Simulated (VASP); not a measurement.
Here is a VASP 6.6.1 calculation.

The input INCAR:

```
  ALGO = Normal
  EDIFF = 1E-6
  ENCUT = 520
  GGA = PE
  ISIF = 2
  ISMEAR = -1
  LASPH = T
  LCHARG = F
  LREAL = F
  LWAVE = F
  NBANDS = 32
  NELM = 100
  PREC = Accurate
  SIGMA = 0.03
```

KPOINTS

```
k-points
0
Gamma
  13 13 8
```

File POSCAR:

```
Lu
1.0
    3.5098988894      0.0350989889      0.0000000000
   -1.7245528287      3.0221121086      0.0000000000
    0.0000000000      0.0000000000      5.5666000000
Lu
2
Direct
    0.3333333333      0.6666666667      0.2500000000
    0.6666666667      0.3333333333      0.7500000000
```

Potentials or basis: VASP PAW PBE potentials, release 64 (Lu).

The run is started by

```console
$ cat potpaw_PBE.64/Lu/POTCAR > POTCAR
$ mpirun -np 1 vasp_std > vasp.out
```

Predict the band gap on the k mesh.

zero (band 25 reaches 3.29 eV, above the bottom of band 26 at 1.54 eV).

Predict the pressure.

-0.6 GPa.

What does it give for the largest force?

0.025 eV/Å.

Stress tensor (GPa, compression positive):
```
-0.19 -0.65  0.00
-0.65 -0.18  0.00
 0.00  0.00 -1.30
```

Caveat: the cell differs from its parent crystal (xy shear strain of +2 %); spin-orbit coupling is left out, which moves the levels of the heavy elements.
